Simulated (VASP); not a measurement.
# H6C2O in VASP: a series of runs, part 2 of 2

VASP 6.6.1. Earlier steps stand in the parts before.

## (3) Single point, PBE

Input file INCAR:

```
PREC = Accurate
ENCUT = 520
EDIFF = 1E-6
ISMEAR = -1
SIGMA = 0.02
LREAL = Auto
LASPH = True
NELM = 120
ALGO = Normal
ISIF = 2
LWAVE = False
LCHARG = False
GGA = PE
NBANDS = 64
GGA_COMPAT = False
```

Input file KPOINTS:

```
regular mesh
0
Gamma
  1 1 1
```

Input file POSCAR:

```
H6C2O
1.0
    7.2936330000      0.0000000000      0.0000000000
    0.0000000000      7.2936330000      0.0000000000
    0.0000000000      0.0000000000      7.2936330000
C O H
8 4 24
Direct
    0.4710683962      0.0699925538      0.9749873623
    0.6342792405      0.1798554986      0.9903432213
    0.7083986814      0.6623448150      0.2957648130
    0.6564492620      0.7380958159      0.4834901893
    0.3204987144      0.2980270600      0.4850257752
    0.1426175405      0.3261063451      0.3666896867
    0.3364167076      0.5810958681      0.9032261426
    0.1667618867      0.6290829275      0.7984635366
    0.7675598704      0.0527309230      1.0722091446
    0.4825030270      0.6866811094      0.5509737054
    0.1013349589      0.5128171379      0.3126699685
    0.0115854472      0.5038229919      0.8670987421
    0.8755718858      0.1271931286      1.0576484997
    0.6827461705      0.2384545534      0.8445996666
    0.6409974289      0.2980956130      1.0761029517
    0.3581068584      0.1554369407      0.9323063006
    0.4949385306     -0.0229103932      0.8636436739
    0.4474039207     -0.0155889390      1.0915410742
    0.3771371551      0.6858996059      0.4603467161
    0.7622675832      0.6794419187      0.5851679129
    0.6500738384      0.8916132742      0.4532583419
    0.8157662992      0.7131836768      0.2256899956
    0.7310759946      0.5145172509      0.3106545120
    0.5806434187      0.6507593678      0.2259230756
    0.0403091299      0.4989008907      0.1965961271
    0.1371607263      0.2380158146      0.2542628619
    0.0283946286      0.3004264130      0.4649123420
    0.2849608693      0.1998729577      0.6045135531
    0.4474039207      0.2379609723      0.4194480309
    0.3740796939      0.4300463157      0.5407456065
   -0.0744347844      0.5089233308      0.7655444139
    0.1242042203      0.7653113339      0.8207980851
    0.1658432773      0.6234890075      0.6493883090
    0.4475821583      0.6773579093      0.8719797116
    0.3178525709      0.5697983433      1.0463783961
    0.3815930963      0.4456215442      0.8730354269
```

Potentials or basis: VASP PAW PBE potentials, release 64 (C, O, H).

Command:

```sh
$ cat potpaw_PBE.64/C/POTCAR potpaw_PBE.64/O/POTCAR potpaw_PBE.64/H/POTCAR > POTCAR
$ mpirun -np 1 vasp_gam > vasp.out
```

OUTCAR:

```text
PREC = Accurate
   ENCUT = 520
   EDIFF = 1E-6
   ISMEAR = -1
   LREAL = Auto
   LASPH = True
   NELM = 120
   ISIF = 2
   GGA = PE

 ion  position               nearest neighbor table
   1  0.471  0.070  0.975-  18 1.07  17 1.07  16 1.08   2 1.44
   2  0.634  0.180  0.990-  15 1.07  14 1.20   1 1.44   9 1.47
   3  0.708  0.662  0.296-  22 1.01  24 1.07  23 1.10   4 1.52
   4  0.656  0.738  0.483-  21 1.14  20 1.15  10 1.41   3 1.52
   5  0.320  0.298  0.485-  30 1.12  29 1.13  28 1.16   6 1.57
   6  0.143  0.326  0.367-  26 1.04  27 1.11  11 1.45   5 1.57
   7  0.336  0.581  0.903-  35 1.06  36 1.06  34 1.10   8 1.50
   8  0.167  0.629  0.798-  32 1.05  33 1.09   7 1.50  12 1.54
   9  0.768  0.053  0.072-  13 0.96   2 1.47
  10  0.483  0.687  0.551-  19 1.01   4 1.41
  11  0.101  0.513  0.313-  25 0.96   6 1.45
  12  0.012  0.504  0.867-  31 0.97   8 1.54
  13  0.876  0.127  0.058-   9 0.96
  14  0.683  0.238  0.845-   2 1.20
  15  0.641  0.298  0.076-   2 1.07
  16  0.358  0.155  0.932-   1 1.08
  17  0.495  0.977  0.864-   1 1.07
[... 17 lines left out ...]
  35  0.318  0.570  0.046-   7 1.06
  36  0.382  0.446  0.873-   7 1.06

  LATTYP: Found a simple cubic cell.
 ALAT       =     7.2936330000

  Lattice vectors:

 A1 = (   7.2936330000,   0.0000000000,   0.0000000000)
 A2 = (   0.0000000000,   7.2936330000,   0.0000000000)
 A3 = (   0.0000000000,   0.0000000000,   7.2936330000)

Analysis of symmetry for initial positions (statically):
=====================================================================
 Subroutine PRICEL returns:
 Original cell was already a primitive cell.

 Routine SETGRP: Setting up the symmetry group for a
 simple cubic supercell.

 Subroutine GETGRP returns: Found  1 space group operations
 (whereof  1 operations were pure point group operations)
 out of a pool of 48 trial point group operations.

The static configuration has the point symmetry C_1 .

[... 178 lines left out ...]
  Fermi-wavevector in a.u.,A,eV,Ry     =   0.967151  1.827650 12.726630  0.935381
  Thomas-Fermi vector in A             =   2.097013
   LORBIT       =      0    0 simple, 1 ext, 2 COOP (PROOUT), +10 PAW based schemes
   GGA     = PE    functional components
   LHFCALC =     F    Hartree Fock is set to
   AEXX    =    0.0000 exact exchange contribution
   IVDW    =     0    specifies the selected vdW correction
   LEPSILON=     F    determine dielectric tensor
   LRPA    =     F    only Hartree local field effects (RPA)
 non-spin polarized calculation
  energy-cutoff  :      520.00
  volume of cell :      388.00
 maximum number of plane-waves:      5198
 NGX is ok and might be reduce to    54
   NGX = 27   NGY = 27   NGZ = 27

 number of electron      80.0000001 magnetization

 Free energy of the ion-electron system (eV)
  ---------------------------------------------------
  ext. energy  EPLUGINS =         0.00000000
  ---------------------------------------------------
  free energy    TOTEN  =      -185.48954108 eV

  energy without entropy =     -185.48954108  energy(sigma->0) =     -185.48954108

 E-fermi :  -2.5056     XC(G=0):  -6.4537

 val. band max:       -2.9941344780   @ k =   0.0000   0.0000   0.0000
 cond. band min:       1.6705913910   @ k =   0.0000   0.0000   0.0000
 fundamental gap:      4.6647258690
 Fermi energy:        -2.5055853125

 k-point     1 :       0.0000    0.0000    0.0000
  band No.  band energies     occupation
      1     -22.4768      2.00000
      2     -22.3558      2.00000
      3     -22.2990      2.00000
      4     -21.8807      2.00000
      5     -15.8404      2.00000
      6     -15.5504      2.00000
[... 44 lines left out ...]
     51       5.2215      0.00000
     52       5.2623      0.00000
 [bands above 52 left out]

------------------------ aborting loop because EDIFF is reached ----------------------------------------

  FORCE on cell =-STRESS in cart. coord.  units (eV):
  Direction    XX          YY          ZZ          XY          YZ          ZX
  --------------------------------------------------------------------------------------
  -------------------------------------------------------------------------------------
  Total        4.5421061      5.3745132      3.5870671      1.4827933      6.6528078     -2.1438729
  in kB       18.7558234     22.1931012     14.8121591      6.1229326     27.4715926     -8.8527440
  external PRESSURE =      18.5870279 kB  Pullay stress =       0.0000000 kB

 VOLUME and BASIS-vectors are now :
 -----------------------------------------------------------------------------
  energy-cutoff  :      520.00
  volume of cell :      388.00
      direct lattice vectors                 reciprocal lattice vectors
     7.293633000  0.000000000  0.000000000     0.137105884  0.000000000  0.000000000
     0.000000000  7.293633000  0.000000000     0.000000000  0.137105884  0.000000000
     0.000000000  0.000000000  7.293633000     0.000000000  0.000000000  0.137105884

 POSITION                                       TOTAL-FORCE (eV/Angst)
 -----------------------------------------------------------------------------------
      3.43580      0.51050      7.11120        -1.276210      0.096501     -1.097164
      4.62620      1.31180      7.22320         2.731157      0.203357     -1.372761
      5.16680      4.83090      2.15720        -3.121913     -3.341757      2.524717
      4.78790      5.38340      3.52640         1.025833      1.091127     -0.831846
      2.33760      2.17370      3.53760         0.231279     -0.567260      0.532457
      1.04020      2.37850      2.67450        -0.016726      1.055148      3.230822
[... 28 lines left out ...]
      2.31830      4.15590      0.33827        -0.665430      0.559255      1.541663
      2.78320      3.25020      6.36760         0.459798     -0.940791     -0.808918
 -----------------------------------------------------------------------------------
    total drift:                                0.013570     -0.012071     -0.004474

  FREE ENERGIE OF THE ION-ELECTRON SYSTEM (eV)
  ---------------------------------------------------
  free  energy   TOTEN  =      -185.4895410795 eV

  energy  without entropy=     -185.4895410795  energy(sigma->0) =     -185.48954108
```

stdout:

```text
POSCAR found type information on POSCAR C O H
 POSCAR found :  3 types and      36 ions
 scaLAPACK will be used
 LDA part: xc-table for (Slater+PW92), standard interpolation
 POSCAR, INCAR and KPOINTS ok, starting setup
 FFT: planning ... GRIDC
 FFT: planning ... GRID_SOFT
 FFT: planning ... GRID
 WAVECAR not read
 entering main loop
```

It took 86 s on 1 thread of AMD EPYC 7R13, shared host; peak memory 0.33 GiB.

What came out:

- Free energy: -185.4895 eV
- Pressure: 1.9 GPa
- Largest force: 5.224 eV/Å
- Band gap on the k mesh: 4.66 eV

Forces in eV/Å, atoms in the order of the input:
```
C   -1.276  0.097 -1.097
C    2.731  0.203 -1.373
C   -3.122 -3.342  2.525
C    1.026  1.091 -0.832
C    0.231 -0.567  0.532
C   -0.017  1.055  3.231
C    0.408  0.422 -1.148
C   -1.332 -1.610  0.846
O    0.154  0.737 -0.781
O   -1.315 -0.446 -0.472
O    1.319 -0.017  0.146
O    1.242  0.871 -0.631
H    1.017 -0.246  0.318
H   -0.486 -1.033  1.658
H   -0.781  0.995  0.784
H   -0.846  0.077  0.194
H    0.023 -0.671 -0.716
H   -0.429 -0.129  0.996
H    1.633  0.287  0.498
H   -0.996  1.350 -0.500
H    0.720 -0.669  1.139
H    2.446  1.939 -1.708
H    0.504 -0.367  0.240
H   -0.799  0.781 -1.370
H   -0.273  0.374 -0.753
H   -0.096 -1.291 -1.568
H    0.177 -0.738 -0.352
H    0.356  1.082 -1.153
H   -0.974  0.177 -0.212
H   -0.523 -0.677  0.025
H   -0.318 -0.162  0.169
H   -0.524  1.647  0.792
H    0.487 -0.689 -0.264
H   -0.160 -0.151  0.104
H   -0.665  0.559  1.542
H    0.460 -0.941 -0.809
```

Levels at points of the mesh, in eV from the valence-band top:
```tsv
k point	band 38	band 39	band 40	band 41	band 42	band 43
(0.00, 0.00, 0.00)	-0.15	-0.08	0.00	4.66	5.80	6.12
```

Caveat: the k points lie up to 0.86 Å⁻¹ apart.
